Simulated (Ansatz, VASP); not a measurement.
Two plane-wave programs on AlN

```
Al N
1.0
     3.10669    0.00000    0.00000
    -1.55335    2.69048    0.00000
     0.00000    0.00000    4.97859
Al N
2 2
Direct
  0.33333 0.66667 0.99920
  0.66667 0.33333 0.49920
  0.33333 0.66667 0.38080
  0.66667 0.33333 0.88080
```

Alike in both runs: task single point; functional PBEsol; k mesh 6 × 6 × 4; occupations gaussian, width 0.05 eV; no spin polarisation.

```csv
,VASP,Ansatz
version,VASP 6.6.1,Ansatz 0.2.0
potentials or method,"VASP PAW PBE potentials, release 64 (Al, N)",plane waves
plane-wave cutoff (eV),600,420
valence electrons in the cell,16,16
```

|  | VASP | Ansatz | Ansatz less VASP |
| --- | --- | --- | --- |
| gap on the k mesh at the Fermi level (eV) | 4.17 | 4.15 | -0.016 |
| pressure (GPa) | 1.0 | 1.1 | +0.19 |
| traceless stress, the component that is largest in VASP (GPa) | -0.23 | -0.23 | +0.003 |
| rms of the force components (eV/Å) | 0.008 | 0.007 | -0.0004 |

VASP's potentials were made for PBE, not for PBEsol. Atom by atom the forces differ by 0.000 eV/Å (rms over components). With one functional, cell and mesh, what is left measures potentials, basis and numerics.
